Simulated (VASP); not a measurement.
# Hf (R-3m) in VASP: further runs, part 2 of 3

VASP 6.6.1. The steps go on from the part before.

## 4. Single point, PBEsol

This run uses another cell than the first one, of the same volume but with other edges.

File INCAR:

```
ALGO     = Fast           # electronic algorithm
EDIFF    = 1E-6           # SCF threshold, eV
ENCUT    = 520            # plane-wave cutoff, eV
GGA      = PS             # functional
ISIF     = 2              # what is computed and relaxed
ISMEAR   = 0              # smearing method
LASPH    = T              # aspherical terms in the spheres
LCHARG   = T              # write CHGCAR
LELF     = T              # ELF
LREAL    = F              # projectors in reciprocal space
LVHAR    = T            
LWAVE    = F              # write WAVECAR
NBANDS   = 11             # bands
NELM     = 60             # most SCF steps
PREC     = Accurate       # precision mode
SIGMA    = 0.15           # smearing width, eV
```

File KPOINTS:

```
k-points
0
Gamma
  20 20 20
```

File POSCAR:

```
Hf
1.0
   -2.0007532456      1.8102053174      1.8102053174
    1.8102053174     -2.0007532456      1.8102053174
    1.8102053174      1.8102053174     -2.0007532456
Hf
1
Direct
    0.0000000000      0.0000000000      0.0000000000
```

Potentials or basis: VASP PAW PBE potentials, release 64 (Hf_pv).

Run with:

```console
$ cat potpaw_PBE.64/Hf_pv/POTCAR > POTCAR
$ mpirun -np 1 vasp_std > vasp.out
```

OUTCAR:

```text
EDIFF = 1E-6
   ENCUT = 520
   GGA = PS
   ISIF = 2
   ISMEAR = 0
   LASPH = T
   LREAL = F
   NELM = 60
   PREC = Accurate

 ion  position               nearest neighbor table
   1  0.000  0.000  0.000-

  LATTYP: Found a trigonal (rhomboedric) cell.
 ALAT       =     3.2491075901
 COS(alpha) =    -0.3757523646

  Lattice vectors:

 A1 = (  -2.0007532456,   1.8102053174,   1.8102053174)
 A2 = (   1.8102053174,  -2.0007532456,   1.8102053174)
 A3 = (   1.8102053174,   1.8102053174,  -2.0007532456)

Analysis of symmetry for initial positions (statically):
=====================================================================
 Subroutine PRICEL returns:
 Original cell was already a primitive cell.

 Routine SETGRP: Setting up the symmetry group for a
 trigonal (rhombohedral) supercell.

 Subroutine GETGRP returns: Found 12 space group operations
 (whereof 12 operations were pure point group operations)
 out of a pool of 12 trial point group operations.

The static configuration has the point symmetry D_3d.

Analysis of symmetry for dynamics (positions and initial velocities):
=====================================================================
 Subroutine PRICEL returns:
 Original cell was already a primitive cell.

 Routine SETGRP: Setting up the symmetry group for a
 trigonal (rhombohedral) supercell.

 Subroutine GETGRP returns: Found 12 space group operations
 (whereof 12 operations were pure point group operations)
 out of a pool of 12 trial point group operations.

The dynamic configuration has the point symmetry D_3d.

 Subroutine INISYM returns: Found 12 space group operations
 (whereof 12 operations are pure point group operations),
 and found     1 'primitive' translations

----------------------------------------------------------------------------------------

                                     Primitive cell

  volume of cell :      23.5229

  direct lattice vectors                    reciprocal lattice vectors
    -2.000753246  1.810205317  1.810205317     0.030870726  0.293271900  0.293271900
     1.810205317 -2.000753246  1.810205317     0.293271900  0.030870726  0.293271900
     1.810205317  1.810205317 -2.000753246     0.293271900  0.293271900  0.030870726

  length of vectors
     3.249107590  3.249107590  3.249107590     0.415896401  0.415896401  0.415896401

  position of ions in fractional coordinates (direct lattice)
     0.000000000  0.000000000  0.000000000

  ion indices of the primitive-cell ions
   primitive index   ion index
                 1           1

----------------------------------------------------------------------------------------

 KPOINTS: k-points

Automatic generation of k-mesh.
 Grid dimensions read from file:
 generate k-points for:   20   20   20

 Generating k-lattice:

  Cartesian coordinates                     Fractional coordinates (reciprocal lattice)
     0.001543536  0.014663595  0.014663595     0.050000000  0.000000000  0.000000000
     0.014663595  0.001543536  0.014663595     0.000000000  0.050000000  0.000000000
     0.014663595  0.014663595  0.001543536     0.000000000  0.000000000  0.050000000

  Length of vectors
     0.020794820  0.020794820  0.020794820

  Shift w.r.t. Gamma in fractional coordinates (k-lattice)
     0.000000000  0.000000000  0.000000000

 Subroutine IBZKPT returns following result:
 ===========================================

 Found    781 irreducible k-points:

 Following reciprocal coordinates:
            Coordinates               Weight
  0.000000  0.000000  0.000000      1.000000
  0.050000  0.000000  0.000000      6.000000
  0.100000 -0.000000 -0.000000      6.000000
  0.150000 -0.000000 -0.000000      6.000000
  0.200000 -0.000000 -0.000000      6.000000
  0.250000 -0.000000 -0.000000      6.000000
[... 16 lines left out ...]
 -0.400000  0.050000  0.000000     12.000000
 -0.350000  0.050000  0.000000     12.000000
 [... further k-points ...]
   k-points           NKPTS =    781   k-points in BZ     NKDIM =    781   number of bands    NBANDS=     11
   number of dos      NEDOS =    301   number of ions     NIONS =      1
   total plane-waves  NPLWV =  13824
   dimension x,y,z NGX =    24 NGY =   24 NGZ =   24
   dimension x,y,z NGXF=    48 NGYF=   48 NGZF=   48
   ions per type =               1
   NGX,Y,Z   is equivalent  to a cutoff of  12.28, 12.28, 12.28 a.u.
   NGXF,Y,Z  is equivalent  to a cutoff of  24.56, 24.56, 24.56 a.u.
 SYSTEM =  unknown system
   PREC   = accura    normal or accurate (medium, high low for compatibility)
   ISTART =      0    job   : 0-new  1-cont  2-samecut
   ICHARG =      2    charge: 1-file 2-atom 10-const
   ISPIN  =      1    spin polarized calculation?
   LNONCOLLINEAR =      F non collinear calculations
   LSORBIT =      F    spin-orbit coupling
   LASPH  =      T    aspherical Exc in radial PAW
   ENCUT  =  520.0 eV  38.22 Ry    6.18 a.u.   6.04  6.04  6.04*2*pi/ulx,y,z
   NELM   =     60;   NELMIN=  2; NELMDL= -5     # of ELM steps
   EDIFF  = 0.1E-05   stopping-criterion for ELM
   LREAL  =      F    real-space projection
   EDIFFG = 0.1E-04   stopping-criterion for IOM
   NSW    =      0    number of steps for IOM
   IBRION =     -1    ionic relax: 0-MD 1-quasi-New 2-CG
   NFREE  =      0    steps in history (QN), initial steepest desc. (CG)
   ISIF   =      2    stress and relaxation
   ISYM   =      2    0-nonsym 1-usesym 2-fastsym
   POTIM  = 0.5000    time-step for ionic-motion
   TEBEG  =    0.0;   TEEND  =   0.0 temperature during run
   PSTRESS=    0.0 pullay stress
   NELECT =      10.0000    total number of electrons
   NUPDOWN=      -1.0000    fix difference up-down
   EMIN   =  10.00;   EMAX   =-10.00  energy-range for DOS
   EFERMI =   0.00;   METHOD = LEGACY
   ISMEAR =     0;   SIGMA  =   0.15  broadening in eV -4-tet -1-fermi 0-gaus
   EFERMI_NEDOS =   21; number of points for ismear=-14 and -15
   IALGO  =     68    algorithm
   IMIX   =      4    mixing-type and parameters
     AMIX     =   0.40;   BMIX     =  1.00
     AMIX_MAG =   1.60;   BMIX_MAG =  1.00
  volume/ion in A,a.u.               =      23.52       158.74
  Fermi-wavevector in a.u.,A,eV,Ry     =   1.230961  2.326179 20.616432  1.515265
  Thomas-Fermi vector in A             =   2.365789
   LORBIT       =      0    0 simple, 1 ext, 2 COOP (PROOUT), +10 PAW based schemes
   GGA     = PS    functional components
   LHFCALC =     F    Hartree Fock is set to
   AEXX    =    0.0000 exact exchange contribution
   IVDW    =     0    specifies the selected vdW correction
   LEPSILON=     F    determine dielectric tensor
   LRPA    =     F    only Hartree local field effects (RPA)
 non-spin polarized calculation
 RMM-DIIS sequential band-by-band and
 Gauss-broadening in eV      SIGMA  =   0.15
  energy-cutoff  :      520.00
  volume of cell :       23.52
 maximum number of plane-waves:       644
   NGX = 13   NGY = 13   NGZ = 13

 number of electron      10.0000000 magnetization

 Free energy of the ion-electron system (eV)
  ---------------------------------------------------
  ext. energy  EPLUGINS =         0.00000000
  ---------------------------------------------------
  free energy    TOTEN  =       -10.19579107 eV

  energy without entropy =      -10.17485610  energy(sigma->0) =      -10.18532358

 E-fermi :   3.9898     XC(G=0): -11.1442

 val. band max:        3.9858857987   @ k =  -0.3500  -0.4000   0.1500
 cond. band min:       3.9898803834   @ k =  -0.3000   0.2500   0.2000
 fundamental gap:      0.0039945847
 Fermi energy:         3.9898406759

 k-point     1 :       0.0000    0.0000    0.0000
  band No.  band energies     occupation
      1     -26.0124      2.00000
      2     -26.0124      2.00000
      3     -25.6307      2.00000
      4      -2.7621      2.00000
      5       4.0778      0.40702
      6       5.7337      0.00000
      7       5.7337      0.00000
      8       8.9205      0.00000
      9       8.9205      0.00000
     10      15.6092      0.00000
     11      17.9535      0.00000

 k-point     2 :       0.0500    0.0000    0.0000
  band No.  band energies     occupation
      1     -26.0169      2.00000
      2     -26.0106      2.00000
      3     -25.6647      2.00000
      4      -2.6599      2.00000
      5       4.1773      0.07719
      6       5.6933      0.00000
      7       5.7848      0.00000
      8       8.6848      0.00000
      9       8.8170      0.00000
     10      15.7276      0.00000
     11      18.2346      0.00000
[... 295 lines left out ...]
 k-point    24 :      -0.3500    0.0500    0.0000
  band No.  band energies     occupation
      1     -26.5257      2.00000
      2     -26.1366      2.00000
      3     -25.9733      2.00000
      4       0.3574      2.00000
      5       4.3028      0.00317
      6       4.8053      0.00000
      7       7.3375      0.00000
      8       7.9865      0.00000
      9       8.7216      0.00000
     10      15.7306      0.00000
     11      16.4921      0.00000

 [... further k-points ...]
[... 5 lines left out ...]
  --------------------------------------------------------------------------------------
  -------------------------------------------------------------------------------------
  Total       -1.2149091     -1.2149091     -1.2149091      0.4371996      0.4371996      0.4371996
  in kB      -82.7489983    -82.7489983    -82.7489983     29.7782186     29.7782186     29.7782186
  external PRESSURE =     -82.7489983 kB  Pullay stress =       0.0000000 kB

 VOLUME and BASIS-vectors are now :
 -----------------------------------------------------------------------------
  energy-cutoff  :      520.00
  volume of cell :       23.52
      direct lattice vectors                 reciprocal lattice vectors
    -2.000753246  1.810205317  1.810205317     0.030870726  0.293271900  0.293271900
     1.810205317 -2.000753246  1.810205317     0.293271900  0.030870726  0.293271900
     1.810205317  1.810205317 -2.000753246     0.293271900  0.293271900  0.030870726

 POSITION                                       TOTAL-FORCE (eV/Angst)
 -----------------------------------------------------------------------------------
      0.00000      0.00000      0.00000        -0.000000      0.000000     -0.000000
 -----------------------------------------------------------------------------------
    total drift:                                0.000000      0.000000      0.000000

  FREE ENERGIE OF THE ION-ELECTRON SYSTEM (eV)
  ---------------------------------------------------
  free  energy   TOTEN  =       -10.1957910706 eV

  energy  without entropy=      -10.1748560989  energy(sigma->0) =      -10.18532358
```

It took 55 s on 1 thread of Intel Xeon 6975P-C (Granite Rapids), shared host; peak memory 0.3 GiB.

What came out:

| Quantity | Value |
| --- | --- |
| Free energy | -10.1958 eV |
| Pressure | -8.3 GPa |
| Band gap on the k mesh | zero (band 5 reaches 5.52 eV, above the bottom of band 6 at 3.21 eV) |

Stress tensor (GPa, compression positive):
```
-8.27  2.98  2.98
 2.98 -8.27  2.98
 2.98  2.98 -8.27
```

Caveat: the PAW data sets were made with another functional, which shifts forces and pressure a little; spin-orbit coupling is left out, which moves the levels of the heavy elements.

[end of part 2 of 3]
